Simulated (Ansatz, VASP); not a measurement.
## One calculation of La3Be4, two programs

Contents of INCAR:

```
ALGO = Normal ; EDIFF = 1E-6
EDIFFG = -0.04 ; ENCUT = 600
GGA = PE ; IBRION = 2
ISIF = 3 ; ISMEAR = 0
LASPH = True ; LCHARG = False
LREAL = False ; LWAVE = False
NELM = 100 ; NSW = 90
PREC = Accurate ; SIGMA = 0.1
```

KPOINTS

```
k-points
0
Gamma
  4 4 4
```

POSCAR

```
La3Be4
1.0
    5.0620738100      0.0000000000      0.0000000000
    0.0000000000      5.0620738100      0.0000000000
    0.0000000000      0.0000000000      5.0620738100
La Be
3 4
Direct
    0.0000000000      0.0000000000      0.5000000000
    0.5000000000      0.0000000000      0.0000000000
    0.0000000000      0.5000000000      0.0000000000
    0.7206873300      0.7206873300      0.7206873300
    0.2793126700      0.2793126700      0.7206873300
    0.2793126700      0.7206873300      0.2793126700
    0.7206873300      0.2793126700      0.2793126700
```

Input for Ansatz:

```yaml
crystal:
  lattice:
    - [5.06207381, 0.0, 0.0]
    - [0.0, 5.06207381, 0.0]
    - [0.0, 0.0, 5.06207381]
  atoms:
    - { symbol: La, position: [0.0, 0.0, 0.5] }
    - { symbol: La, position: [0.5, 0.0, 0.0] }
    - { symbol: La, position: [0.0, 0.5, 0.0] }
    - { symbol: Be, position: [0.72068733, 0.72068733, 0.72068733] }
    - { symbol: Be, position: [0.27931267, 0.27931267, 0.72068733] }
    - { symbol: Be, position: [0.27931267, 0.72068733, 0.27931267] }
    - { symbol: Be, position: [0.72068733, 0.27931267, 0.27931267] }
basis:
  ecutwfc: 420
kpoints:
  mp_grid: { grid: [4, 4, 4] }
hamiltonian:
  xc: pbe
scf:
  occupations: { method: gaussian, width: 0.1 }
  lower_state_search: "off"
output:
  forces: true
  stress: true
  eigenvalues: true
relax:
  adjacent_minimum: "off"
  f_tol: 0.04
  max_steps: 70
  cell: { stress_tol: 0.4 }
```

Change from the starting cell: species swapped into the Ge3As4 type (P-43m, No. 215).

Alike in both runs: task relaxation of cell and atoms; functional PBE; k mesh 4 × 4 × 4; occupations gaussian, width 0.1 eV; no spin polarisation.

```csv
,VASP,Ansatz
version,VASP 6.6.1,Ansatz 0.2.0
potentials or method,"VASP PAW PBE potentials, release 64 (La, Be), cutoff 600 eV","scalar-relativistic, plane waves, PAW"
valence electrons in the cell,41,41
```

Ansatz gave:

| Property | Result |
| --- | --- |
| gap on the k mesh at the Fermi level, each at its own relaxed structure (eV) | none |
| relaxed volume (Å³/atom) | 23.75 |
| relaxed cell length with the largest relative difference (Å) | 5.498 |

Question: Estimate VASP's values.

Answer: gap on the k mesh at the Fermi level, each at its own relaxed structure (eV): none; relaxed volume (Å³/atom): 23.86; relaxed cell length with the largest relative difference (Å): 5.507.

A gap of «none» marks a metal or a gap that the smearing closes.

Spin-orbit coupling is off throughout. Noted on VASP's run: the volume moved by over 15 % at a fixed basis, so the end points are rough.
